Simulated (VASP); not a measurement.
Set up this calculation in VASP 6.6.1, as the native input.

```
Task                   : single point
Functional             : PBE
Dispersion             : D3(BJ)
Potentials or basis    : VASP PAW PBE potentials, release 64 (As)
Cutoff                 : 520 eV
k mesh                 : 15 × 15 × 15
Occupations            : gaussian, width 0.1 eV
Spin                   : no spin polarisation
Dipole correction      : no
Further INCAR settings : ALGO = Normal; EDIFF = 1e-06; NBANDS = 12
```

The structure of As lies in POSCAR:

```
As
1.0
    1.9057165644      1.1002659715      3.6531665928
   -1.9057165644      1.1002659715      3.6531665928
    0.0000000000     -2.2005319429      3.6531665928
As
2
Direct
    0.7744609990      0.7744609990      0.7744609990
    0.2255390010      0.2255390010      0.2255390010
```

This cell differs from its parent crystal: volume scaled by 1.10, then relaxed in part.

One way to write it, as run:

INCAR

```
  ALGO = Normal
  EDIFF = 1E-6
  ENCUT = 520
  GGA = PE
  ISIF = 2
  ISMEAR = 0
  IVDW = 12
  LASPH = T
  LCHARG = F
  LREAL = F
  LWAVE = F
  NBANDS = 12
  NELM = 80
  PREC = Accurate
  SIGMA = 0.1
```

KPOINTS

```
k-points
0
Gamma
  15 15 15
```

Potentials or basis: VASP PAW PBE potentials, release 64 (As).

Launch:

```console
$ cat potpaw_PBE.64/As/POTCAR > POTCAR
$ mpirun -np 1 vasp_std > vasp.out
```

It gave:

```json
{
 "Pressure": "-2.9 GPa",
 "Largest force": "0.045 eV/Å",
 "Band gap on the k mesh": "zero (band 5 reaches 5.02 eV, above the bottom of band 6 at 4.57 eV)",
 "Dispersion energy per atom": "-0.392 eV"
}
```

Caveat: pairwise dispersion overbinds metals, which lowers pressure and volume.

It took 60 s on 1 thread of Intel(R) Xeon(R) 6975P-C (Granite Rapids) (shared host), peak memory 0.3 GiB.
